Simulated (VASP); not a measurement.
Set up this calculation in VASP 6.6.1, as the native input.

- Task: electric field gradients
- Functional: PBE
- Potentials or basis: VASP PAW PBE potentials, release 64 (Si, P, O)
- Cutoff: 520 eV
- k mesh: 2 × 2 × 2, shifted
- Occupations: fermi-dirac, width 0.01 eV
- Spin: collinear spin
- Starting moments: [0.0, 0.0, 0.0, 0.0, 0.0, 0.0, 0.0, 0.07, 0.01, 0.8, 0.0, 0.03, 0.0, 0.03, 0.75, 0.01, 0.75, 0.04, 0.01, 0.01, 0.01, 0.0, 0.03] μB
- Fixed moment: 3 μB
- Dipole correction: no
- Further INCAR settings: ALGO = Normal; EDIFF = 1e-08; NBANDS = 84

The structure of Si6PO16 (a cell with a defect) lies in POSCAR:

```
Si6PO16
1.0
    0.0000000000      5.0813926894      7.0944098913
    5.0813926894      0.0000000000      7.0944098913
    5.0813926894      5.0813926894      0.0000000000
Si P O
6 1 16
Direct
    0.2653560326      0.2353289369      0.4865208079
    0.7710765954      0.7353450151      0.9793904237
    0.6116509359      0.1602391203      0.6356314537
    0.3954149240      0.8478771961      0.3573277271
    0.8814631274      0.3617407133      0.8434284936
   -0.0224515467      0.0160446279      0.2589640526
    0.1122869789      0.6374819402      0.1528269034
    0.1213701859      0.2212238921      0.7150005712
    0.6200571025      0.7266280815      0.2028691426
    0.5073642443      0.3613124761      0.7346346984
    0.9611353663      0.8388701707      0.2535714387
    0.4522699908      0.2186653478      0.5129378708
    0.9806530275      0.6797065536      1.0140579710
    0.2128588061      0.9230876046      0.2552288562
    0.7478068266      0.4162058584      0.6848293776
   -0.1247647652      0.2131300983      0.0709936996
    0.3966688354      0.6993280473      0.5949963325
    0.3546638741      0.0525207817      0.3791503420
    0.8396660241      0.5664548164      0.8646920214
    0.3198437572      0.5883309593      1.0481399835
    0.8338399963      0.0920146315      0.4777158504
    0.1096754347      0.4622712203      0.3449991255
    0.6493533169      0.9660851542      0.8332662747
```

The input as run:

INCAR

```
SYSTEM = Si6PO16
ALGO = Normal
EDIFF = 1E-8
ENCUT = 520
GGA = PE
GGA_COMPAT = .FALSE.
ISIF = 2
ISMEAR = -1
ISPIN = 2
KPAR = 2
LASPH = .TRUE.
LCHARG = .FALSE.
LEFG = .TRUE.
LORBIT = 11
LREAL = .FALSE.
LWAVE = .FALSE.
MAGMOM = 0 0 0 0 0 0 0 0.07 0.01 0.8 0 0.03 0 0.03 0.75 0.01 0.75 0.04 0.01 0.01 0.01 0 0.03
NBANDS = 84
NCORE = 2
NELM = 200
NUPDOWN = 3.0
PREC = Accurate
SIGMA = 0.01
```

KPOINTS

```
Automatic mesh
0
Gamma
  2 2 2
  0.5 0.5 0.5
```

Potentials or basis: VASP PAW PBE potentials, release 64 (Si, P, O).

The run is started by

```sh
$ cat potpaw_PBE.64/Si/POTCAR potpaw_PBE.64/P/POTCAR potpaw_PBE.64/O/POTCAR > POTCAR
$ mpirun -np 4 vasp_std > vasp.out
```

It gave:

```json
{
  "Pressure": "-1.4 GPa",
  "Largest force": "0.144 eV/Å",
  "Net moment": "3.00 μB per cell",
  "Site moments": "Si -0.00, +0.00, -0.01 (each value once); P -0.00; O +0.07, +0.01, +0.77, +0.00, +0.03, +0.72, +0.73, +0.04 (each value once) μB",
  "Largest electric field gradient by atom": "Si +12.7, +12.6, -16.0, -15.7, -19.4, +11.0; P -69.1; O +81.6, +94.8, -81.8, +118.1, +99.1, +133.4, +100.7, +82.7, -77.4, +97.3, +101.3, +74.4, +90.4, +121.1, +98.7 (each value once) V/Å²",
  "Valence electrons inside the program's atomic spheres": "Si 1.60, 1.59, 1.61 (each value once); P 2.38; O 5.22, 5.24, 4.84, 5.23, 4.86, 5.12 (each value once)"
}
```

Caveat: the k points lie up to 0.49 Å⁻¹ apart; without QUAD_EFG the Cq values of the log hold for a quadrupole moment of 1 mb, not for the nuclei; the total moment is fixed, so each spin has its own Fermi level and the state may be an excited one.

It took 11 min on 4 MPI ranks on Intel(R) Xeon(R) Platinum 8488C (Sapphire Rapids), on a shared host, peak memory 0.68 GiB a rank.
